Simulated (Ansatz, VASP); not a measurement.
One calculation of BN, two programs

```
CELL_PARAMETERS angstrom
0.00000 1.74583 1.74583
1.74583 0.00000 1.74583
1.74583 1.74583 0.00000
ATOMIC_POSITIONS crystal
B 0.00000 0.00000 0.00000
N 0.50000 0.50000 0.50000
```

Alike in both runs: task single point; functional PBE; k mesh 4 × 4 × 4; no spin polarisation.

|  | VASP | Ansatz |
| --- | --- | --- |
| version | VASP 6.6.1 | Ansatz 0.2.0 |
| potentials or method | VASP PAW PBE potentials, release 64 (B, N) | plane waves |
| plane-wave cutoff (eV) | 520 | 420 |
| occupations | gaussian, width 0.01 eV | fixed |
| valence electrons in the cell | 8 | 8 |

|  | VASP | Ansatz | Ansatz less VASP |
| --- | --- | --- | --- |
| gap on the k mesh at the Fermi level (eV) | 1.81 | 1.81 | +0.004 |
| pressure (GPa) | 3.6 | 3.7 | +0.04 |

The k mesh is coarse, so the values compare programs but aren't converged.
